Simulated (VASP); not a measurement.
A run of VASP 6.6.1 is set up as follows.

INCAR

```
SYSTEM = CuI
PREC = Accurate
ENCUT = 520
EDIFF = 1E-6
ISMEAR = 0
SIGMA = 0.05
LREAL = .False.
LASPH = .True.
NELM = 100
ALGO = Normal
ISIF = 2
LWAVE = .False.
LCHARG = .True.
GGA = PE
LELF = .True.
LVHAR = .True.
NBANDS = 16
```

The input KPOINTS:

```
Automatic mesh
0
Gamma
  8 8 8
  0 0 0
```

File POSCAR:

```
CuI
1.0
    0.0000000000      2.8283303044      3.0649439796
    3.0649439796      0.0000000000      3.0649439796
    3.0649439796      2.8283303044      0.0000000000
Cu I
1 1
Direct
    0.7500000000      0.7500000000      0.7500000000
    0.0000000000      0.0000000000      0.0000000000
```

Potentials or basis: VASP PAW PBE potentials, release 64 (Cu, I).

The run is started by

```sh
$ cat potpaw_PBE.64/Cu/POTCAR potpaw_PBE.64/I/POTCAR > POTCAR
$ mpirun -np 1 vasp_std > vasp.out
```

Task: What does it give for the band gap on the k mesh?

Result: 1.20 eV, direct.

Task: Predict the pressure.

Result: 2.4 GPa.

Stress tensor (GPa, compression positive):
```
2.02 0.00 0.00
0.00 3.17 0.00
0.00 0.00 2.02
```

Caveat: spin-orbit coupling is left out, which moves the levels of the heavy elements.
